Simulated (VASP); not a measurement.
# AlV2C (P-3m1) in VASP: notebook, part 2 of 3

VASP 6.6.1. Earlier steps stand in the parts before.

## (3) Single point, PBE, collinear spin, ferromagnetic start

INCAR

```
SYSTEM = AlV2C
PREC = Accurate ; ENCUT = 520
EDIFF = 1E-6 ; ISMEAR = 0
SIGMA = 0.1 ; LREAL = .FALSE.
LASPH = .TRUE. ; NELM = 150
ALGO = Normal ; ISIF = 2
LWAVE = .FALSE. ; LCHARG = .FALSE.
ISPIN = 2 ; MAGMOM = 0 2 2 0
LORBIT = 11 ; LMAXMIX = 4
GGA = PE ; NBANDS = 28
```

KPOINTS

```
regular mesh
0
G
  6 6 2
  0 0 0
```

POSCAR

```
AlV2C
1.0
    2.8867606630      0.0000000000      0.0000000000
   -1.4433803315      2.5000080688      0.0000000000
    0.0000000000      0.0000000000      6.7749684066
Al V C
1 2 1
Direct
    0.0000000000      0.0000000000      0.0000000000
    0.3333333333      0.6666666667      0.3335639995
    0.6666666667      0.3333333333      0.6664360005
    0.0000000000      0.0000000000      0.5000000000
```

Potentials or basis: VASP PAW PBE potentials, release 64 (Al, V_sv, C).

Command:

```console
$ cat potpaw_PBE.64/Al/POTCAR potpaw_PBE.64/V_sv/POTCAR potpaw_PBE.64/C/POTCAR > POTCAR
$ mpirun -np 1 vasp_std > vasp.out
```

OUTCAR:

```text
SYSTEM = AlV2C
   PREC = Accurate
   ENCUT = 520
   EDIFF = 1E-6
   ISMEAR = 0
   LREAL = .FALSE.
   LASPH = .TRUE.
   NELM = 150
   ISIF = 2
   ISPIN = 2
   LORBIT = 11
   GGA = PE

 ion  position               nearest neighbor table
   1  0.000  0.000  0.000-   2 2.81   3 2.81   2 2.81   3 2.81   3 2.81   2 2.81
   2  0.333  0.667  0.334-   4 2.01   4 2.01   4 2.01   3 2.80   3 2.80   3 2.80   1 2.81   1 2.81
                             1 2.81
   3  0.667  0.333  0.666-   4 2.01   4 2.01   4 2.01   2 2.80   2 2.80   2 2.80   1 2.81   1 2.81
                             1 2.81
   4  0.000  0.000  0.500-   2 2.01   3 2.01   2 2.01   3 2.01   3 2.01   2 2.01

  LATTYP: Found a hexagonal cell.
 ALAT       =     2.8867606630
 C/A-ratio  =     2.3469103253

  Lattice vectors:

 A1 = (   2.8867606630,   0.0000000000,   0.0000000000)
 A2 = (  -1.4433803315,   2.5000080688,   0.0000000000)
 A3 = (   0.0000000000,   0.0000000000,   6.7749684066)

Analysis of symmetry for initial positions (statically):
=====================================================================
 Subroutine PRICEL returns:
 Original cell was already a primitive cell.

 Routine SETGRP: Setting up the symmetry group for a
 hexagonal supercell.

 Subroutine GETGRP returns: Found 12 space group operations
 (whereof 12 operations were pure point group operations)
 out of a pool of 24 trial point group operations.

The static configuration has the point symmetry D_3d.

Analysis of symmetry for dynamics (positions and initial velocities):
=====================================================================
 Subroutine PRICEL returns:
 Original cell was already a primitive cell.

 Routine SETGRP: Setting up the symmetry group for a
 hexagonal supercell.

 Subroutine GETGRP returns: Found 12 space group operations
 (whereof 12 operations were pure point group operations)
 out of a pool of 24 trial point group operations.

The dynamic configuration has the point symmetry D_3d.

[... 152 lines left out ...]
  energy without entropy =      -32.52477771  energy(sigma->0) =      -32.53388624

 E-fermi :   9.2932     XC(G=0): -12.0451

 val. band max:        9.2633434610   @ k =   0.3333   0.3333   0.0000
 cond. band min:       9.3717366756   @ k =   0.3333  -0.0000   0.5000
 fundamental gap:      0.1083932146
 Fermi energy:         9.2932490926

 spin component 1

 k-point     1 :       0.0000    0.0000    0.0000
  band No.  band energies     occupation
      1     -55.0858      1.00000
      2     -55.0271      1.00000
      3     -29.0971      1.00000
      4     -28.7622      1.00000
      5     -28.7622      1.00000
      6     -28.7600      1.00000
[... 423 lines left out ...]
     27      16.8117      0.00000
     28      16.8117      0.00000
 Fermi energy:         9.2932490926

 spin component 2

 k-point     1 :       0.0000    0.0000    0.0000
  band No.  band energies     occupation
      1     -55.0854      1.00000
      2     -55.0267      1.00000
      3     -29.0967      1.00000
      4     -28.7618      1.00000
      5     -28.7618      1.00000
      6     -28.7596      1.00000
[... 423 lines left out ...]
     27      16.8120      0.00000
     28      16.8120      0.00000

------------------------ aborting loop because EDIFF is reached ----------------------------------------

  FORCE on cell =-STRESS in cart. coord.  units (eV):
  Direction    XX          YY          ZZ          XY          YZ          ZX
  --------------------------------------------------------------------------------------
  -------------------------------------------------------------------------------------
  Total        0.0875273      0.0875273      0.0128195      0.0000000      0.0000000      0.0000000
  in kB        2.8681021      2.8681021      0.4200704      0.0000000      0.0000000      0.0000000
  external PRESSURE =       2.0520915 kB  Pullay stress =       0.0000000 kB

 VOLUME and BASIS-vectors are now :
 -----------------------------------------------------------------------------
  energy-cutoff  :      520.00
  volume of cell :       48.89
      direct lattice vectors                 reciprocal lattice vectors
     2.886760663  0.000000000  0.000000000     0.346409043  0.199999354  0.000000000
    -1.443380332  2.500008069  0.000000000     0.000000000  0.399998709  0.000000000
     0.000000000  0.000000000  6.774968407     0.000000000  0.000000000  0.147602164

 POSITION                                       TOTAL-FORCE (eV/Angst)
 -----------------------------------------------------------------------------------
      0.00000      0.00000      0.00000         0.000000      0.000000     -0.000000
     -0.00000      1.66667      2.25989        -0.000000     -0.000000     -0.032315
      1.44338      0.83334      4.51508         0.000000      0.000000      0.032315
      0.00000      0.00000      3.38748         0.000000      0.000000     -0.000000
 -----------------------------------------------------------------------------------
    total drift:                               -0.000000      0.000000      0.000000

  FREE ENERGIE OF THE ION-ELECTRON SYSTEM (eV)
  ---------------------------------------------------
  free  energy   TOTEN  =       -32.5429947569 eV

  energy  without entropy=      -32.5247777139  energy(sigma->0) =      -32.53388624

 total charge

# of ion       s       p       d       tot
------------------------------------------
    1        0.416   0.381   0.000   0.797
    2        2.269   6.274   3.161  11.704
    3        2.269   6.274   3.161  11.704
    4        0.903   1.581   0.000   2.485
--------------------------------------------------
tot          5.857  14.511   6.322  26.690

 magnetization (x)

# of ion       s       p       d       tot
------------------------------------------
    1       -0.000   0.000   0.000  -0.000
    2        0.000   0.000   0.000   0.000
    3        0.000   0.000   0.000   0.000
    4       -0.000  -0.000   0.000  -0.000
--------------------------------------------------
tot         -0.000  -0.000   0.001   0.001
```

OSZICAR:

```text
N       E                     dE             d eps       ncg     rms          rms(c)
DAV:   1     0.391859471161E+03    0.39186E+03   -0.18287E+04  1616   0.121E+03
DAV:   2    -0.207499570828E+02   -0.41261E+03   -0.39500E+03  1600   0.413E+02
DAV:   3    -0.395345118766E+02   -0.18785E+02   -0.18323E+02  1760   0.947E+01
DAV:   4    -0.398699052893E+02   -0.33539E+00   -0.33412E+00  1740   0.127E+01
DAV:   5    -0.398746455043E+02   -0.47402E-02   -0.47400E-02  1720   0.163E+00    0.405E+01
DAV:   6    -0.335775314062E+02    0.62971E+01   -0.34500E+01  1764   0.568E+01    0.121E+01
DAV:   7    -0.327968574566E+02    0.78067E+00   -0.10710E+01  1708   0.318E+01    0.115E+01
DAV:   8    -0.325775721080E+02    0.21929E+00   -0.74761E-01  1680   0.678E+00    0.572E+00
DAV:   9    -0.325426381437E+02    0.34934E-01   -0.25711E-01  1716   0.445E+00    0.128E+00
DAV:  10    -0.325429700299E+02   -0.33189E-03   -0.14624E-02  1676   0.109E+00    0.428E-01
DAV:  11    -0.325427984511E+02    0.17158E-03   -0.52205E-03  1984   0.630E-01    0.207E-01
DAV:  12    -0.325429090860E+02   -0.11063E-03   -0.57081E-04  1792   0.200E-01    0.137E-01
DAV:  13    -0.325429397336E+02   -0.30648E-04   -0.25334E-04  1704   0.116E-01    0.497E-02
DAV:  14    -0.325429849078E+02   -0.45174E-04   -0.66552E-05  1708   0.449E-02    0.243E-02
DAV:  15    -0.325429923273E+02   -0.74195E-05   -0.85417E-06  1532   0.187E-02    0.211E-02
DAV:  16    -0.325429934797E+02   -0.11524E-05   -0.14053E-06  1264   0.810E-03    0.101E-02
DAV:  17    -0.325429945801E+02   -0.11004E-05   -0.14279E-06  1360   0.804E-03    0.345E-03
DAV:  18    -0.325429947569E+02   -0.17676E-06   -0.22624E-07   852   0.364E-03
   1 F= -.32542995E+02 E0= -.32533886E+02  d E =-.182170E-01  mag=     0.0004
```

stdout:

```text
POSCAR found type information on POSCAR AlV C
 POSCAR found :  3 types and       4 ions
 scaLAPACK will be used
 LDA part: xc-table for (Slater+PW92), standard interpolation
 POSCAR, INCAR and KPOINTS ok, starting setup
 FFT: planning ... GRIDC
 FFT: planning ... GRID_SOFT
 FFT: planning ... GRID
 WAVECAR not read
 entering main loop
```

Wall time 46 s (1 thread of Intel Xeon Platinum 8259CL at 2.50GHz (Skylake/Cascade Lake), shared host); peak memory 0.2 GiB.

What came out:

- Free energy: -32.5430 eV
- Pressure: 0.2 GPa
- Largest force: 0.032 eV/Å
- Net moment: 0.00 μB per cell
- Valence electrons inside the program's atomic spheres: Al 0.80; V 11.70; C 2.48

Forces on the atoms (eV/Å):
```
Al   0.000  0.000  0.000
V    0.000  0.000 -0.032
V    0.000  0.000  0.032
C    0.000  0.000  0.000
```

Stress tensor (GPa, compression positive):
```
0.29 0.00 0.00
0.00 0.29 0.00
0.00 0.00 0.04
```

Levels at points of the mesh, in eV from the Fermi level:
Spin up:
```csv
k point,band 13,band 14,band 15,band 16,band 17,band 18,band 19,band 20
"(0.00, 0.00, 0.00)",-3.20,-2.41,-0.94,-0.28,-0.28,0.68,0.68,1.36
"(0.50, 0.00, 0.00)",-3.40,-3.37,-2.33,-0.70,0.33,1.27,1.76,1.84
"(0.00, 0.00, 0.50)",-3.20,-3.20,-0.71,-0.28,-0.28,0.71,0.71,1.36
"(0.50, 0.00, 0.50)",-3.36,-3.32,-2.63,-0.98,0.30,1.16,1.78,2.14
```
Spin down:
| k point | band 12 | band 13 | band 14 | band 15 | band 16 | band 17 | band 18 | band 19 | band 20 | band 21 |
| --- | --- | --- | --- | --- | --- | --- | --- | --- | --- | --- |
| (0.00, 0.00, 0.00) | -3.20 | -3.20 | -2.41 | -0.93 | -0.28 | -0.28 | 0.68 | 0.68 | 1.36 | 1.36 |
| (0.50, 0.00, 0.00) | -3.79 | -3.40 | -3.37 | -2.33 | -0.70 | 0.33 | 1.27 | 1.76 | 1.84 | 2.14 |
| (0.00, 0.00, 0.50) | -3.20 | -3.20 | -3.20 | -0.71 | -0.28 | -0.28 | 0.71 | 0.71 | 1.36 | 1.36 |
| (0.50, 0.00, 0.50) | -3.52 | -3.36 | -3.32 | -2.63 | -0.98 | 0.30 | 1.16 | 1.78 | 2.14 | 2.24 |

Caveat: the k points lie up to 0.46 Å⁻¹ apart; the moments typed at the start vanished in this run.

## (4) Relaxation of cell and atoms, PBE

INCAR

```
PREC = Accurate
ENCUT = 600
EDIFF = 1E-6
ISMEAR = 0
SIGMA = 0.1
LREAL = False
LASPH = True
NELM = 60
ALGO = Normal
ISIF = 3
LWAVE = False
LCHARG = False
GGA = PE
IBRION = 2
NSW = 90
EDIFFG = -0.04
```

KPOINTS

```
Automatic mesh
0
Gamma
  6 6 4
```

POSCAR is that of step 3.

Potentials or basis: VASP PAW PBE potentials, release 64 (Al, V_sv, C).

Command:

```console
$ cat potpaw_PBE.64/Al/POTCAR potpaw_PBE.64/V_sv/POTCAR potpaw_PBE.64/C/POTCAR > POTCAR
$ mpirun -np 1 vasp_std > vasp.out
```

OUTCAR:

```text
PREC = Accurate
   ENCUT = 600
   EDIFF = 1E-6
   ISMEAR = 0
   LREAL = False
   LASPH = True
   NELM = 60
   ISIF = 3
   GGA = PE
   IBRION = 2
   NSW = 90
   EDIFFG = -0.04

 ion  position               nearest neighbor table
   1  0.000  0.000  0.000-   2 2.81   3 2.81   2 2.81   3 2.81   3 2.81   2 2.81
   2  0.333  0.667  0.334-   4 2.01   4 2.01   4 2.01   3 2.80   3 2.80   3 2.80   1 2.81   1 2.81
                             1 2.81
   3  0.667  0.333  0.666-   4 2.01   4 2.01   4 2.01   2 2.80   2 2.80   2 2.80   1 2.81   1 2.81
                             1 2.81
   4  0.000  0.000  0.500-   2 2.01   3 2.01   2 2.01   3 2.01   3 2.01   2 2.01

  LATTYP: Found a hexagonal cell.
 ALAT       =     2.8867606630
 C/A-ratio  =     2.3469103253

  Lattice vectors:

 A1 = (   2.8867606630,   0.0000000000,   0.0000000000)
 A2 = (  -1.4433803315,   2.5000080688,   0.0000000000)
 A3 = (   0.0000000000,   0.0000000000,   6.7749684066)

Analysis of symmetry for initial positions (statically):
=====================================================================
 Subroutine PRICEL returns:
 Original cell was already a primitive cell.

[... 176 lines left out ...]
 val. band max:        9.2636049222   @ k =   0.3333   0.3333   0.0000
 cond. band min:       9.3664559954   @ k =   0.0000   0.3333   0.2500
 fundamental gap:      0.1028510732
 Fermi energy:         9.2901888848

 k-point     1 :       0.0000    0.0000    0.0000
  band No.  band energies     occupation
      1     -55.0877      2.00000
      2     -55.0290      2.00000
      3     -29.1054      2.00000
      4     -28.7684      2.00000
      5     -28.7604      2.00000
      6     -28.7604      2.00000
[... 541 lines left out ...]
     19      11.1385      0.00000
     20      11.1385      0.00000

------------------------ aborting loop because EDIFF is reached ----------------------------------------

  FORCE on cell =-STRESS in cart. coord.  units (eV):
  Direction    XX          YY          ZZ          XY          YZ          ZX
  --------------------------------------------------------------------------------------
  -------------------------------------------------------------------------------------
  Total        0.0268127      0.0268127      0.0102615      0.0000000      0.0000000     -0.0000000
  in kB        0.8786017      0.8786017      0.3362491      0.0000000      0.0000000     -0.0000000
  external PRESSURE =       0.6978175 kB  Pullay stress =       0.0000000 kB

 VOLUME and BASIS-vectors are now :
 -----------------------------------------------------------------------------
  energy-cutoff  :      600.00
  volume of cell :       48.89
      direct lattice vectors                 reciprocal lattice vectors
     2.886760663  0.000000000  0.000000000     0.346409043  0.199999354  0.000000000
    -1.443380332  2.500008069  0.000000000     0.000000000  0.399998709  0.000000000
     0.000000000  0.000000000  6.774968407     0.000000000  0.000000000  0.147602164

 POSITION                                       TOTAL-FORCE (eV/Angst)
 -----------------------------------------------------------------------------------
      0.00000      0.00000      0.00000         0.000000      0.000000      0.000000
     -0.00000      1.66667      2.25989         0.000000     -0.000000     -0.022220
      1.44338      0.83334      4.51508        -0.000000      0.000000      0.022220
      0.00000      0.00000      3.38748         0.000000      0.000000      0.000000
 -----------------------------------------------------------------------------------
    total drift:                               -0.000000      0.000000      0.000000

  FREE ENERGIE OF THE ION-ELECTRON SYSTEM (eV)
  ---------------------------------------------------
  free  energy   TOTEN  =       -32.5601035492 eV

  energy  without entropy=      -32.5472379587  energy(sigma->0) =      -32.55367075

 reached required accuracy - stopping structural energy minimisation
```

OSZICAR:

```text
N       E                     dE             d eps       ncg     rms          rms(c)
DAV:   1     0.443294559088E+03    0.44329E+03   -0.20404E+04   976   0.189E+03
DAV:   2    -0.851067123369E+01   -0.45181E+03   -0.44453E+03   972   0.578E+02
DAV:   3    -0.401672278812E+02   -0.31657E+02   -0.30705E+02  1324   0.144E+02
DAV:   4    -0.409896907973E+02   -0.82246E+00   -0.78986E+00  1268   0.217E+01
DAV:   5    -0.410056744848E+02   -0.15984E-01   -0.15956E-01  1144   0.280E+00    0.386E+01
DAV:   6    -0.344455096978E+02    0.65602E+01   -0.10357E+02  1260   0.819E+01    0.105E+01
DAV:   7    -0.328639344059E+02    0.15816E+01   -0.23938E+01  1224   0.408E+01    0.932E+00
DAV:   8    -0.325838634125E+02    0.28007E+00   -0.16582E+00  1196   0.101E+01    0.364E+00
DAV:   9    -0.325631208021E+02    0.20743E-01   -0.25705E-01  1312   0.404E+00    0.643E-01
DAV:  10    -0.325601715723E+02    0.29492E-02   -0.32075E-02  1256   0.173E+00    0.191E-01
DAV:  11    -0.325601141524E+02    0.57420E-04   -0.68066E-04  1376   0.258E-01    0.449E-02
DAV:  12    -0.325601111603E+02    0.29921E-05   -0.22183E-04  1252   0.115E-01    0.202E-02
DAV:  13    -0.325601037410E+02    0.74193E-05   -0.48813E-05  1088   0.457E-02    0.504E-03
DAV:  14    -0.325601035492E+02    0.19176E-06   -0.64829E-06  1084   0.218E-02
   1 F= -.32560104E+02 E0= -.32553671E+02  d E =-.325601E+02
```

CONTCAR:

```text
AlV2C
   1.00000000000000
     2.8867606630000000    0.0000000000000000    0.0000000000000000
    -1.4433803315000000    2.5000080688000001    0.0000000000000000
     0.0000000000000000    0.0000000000000000    6.7749684066000002
  Al              V               C
     1     2     1
Direct
     0.0000000000000000    0.0000000000000000    0.0000000000000000
     0.3333333332999970    0.6666666667000030    0.3335639995000008
     0.6666666667000030    0.3333333332999970    0.6664360004999992
     0.0000000000000000    0.0000000000000000    0.5000000000000000

  0.00000000E+00  0.00000000E+00  0.00000000E+00
  0.00000000E+00  0.00000000E+00  0.00000000E+00
  0.00000000E+00  0.00000000E+00  0.00000000E+00
  0.00000000E+00  0.00000000E+00  0.00000000E+00
```

It took 27 s on 1 thread of Intel Xeon Platinum 8259CL at 2.50GHz (Skylake/Cascade Lake), shared host; peak memory 0.19 GiB.

Results:

* Free energy: -32.5601 eV
* Pressure after relaxing: 0.1 GPa
* Largest force after relaxing: 0.022 eV/Å
* Band gap on the k mesh: zero (an odd number of electrons rules out a gap without spin polarisation)

Forces on the atoms (eV/Å):
```
Al   0.000  0.000  0.000
V    0.000  0.000 -0.022
V    0.000  0.000  0.022
C    0.000  0.000  0.000
```

Final structure:
```
Al V C
1.0
     2.88676    0.00000    0.00000
    -1.44338    2.50001    0.00000
     0.00000    0.00000    6.77497
Al V C
1 2 1
Direct
  0.00000 0.00000 0.00000
  0.33333 0.66667 0.33356
  0.66667 0.33333 0.66644
  0.00000 0.00000 0.50000
```

Levels at points of the mesh, in eV from the Fermi level:
```csv
k point,band 12,band 13,band 14,band 15,band 16,band 17,band 18,band 19,band 20
"(0.00, 0.00, 0.00)",-3.19,-3.19,-2.42,-0.93,-0.27,-0.27,0.68,0.68,1.36
"(0.50, 0.00, 0.00)",-3.79,-3.40,-3.36,-2.33,-0.70,0.33,1.27,1.77,1.84
"(0.00, 0.00, 0.50)",-3.20,-3.20,-3.20,-0.71,-0.28,-0.28,0.71,0.71,1.36
"(0.50, 0.00, 0.50)",-3.52,-3.36,-3.32,-2.63,-0.98,0.29,1.16,1.79,2.14
```

Caveat: the k points lie up to 0.42 Å⁻¹ apart in the final cell, too coarse for converged energies and pressures of a metal; the relaxation stopped at its first step, so nothing moved.

(Part 2 of 3 ends here.)

The gap in the log of VASP goes by the Fermi energy; the results here count the filled bands.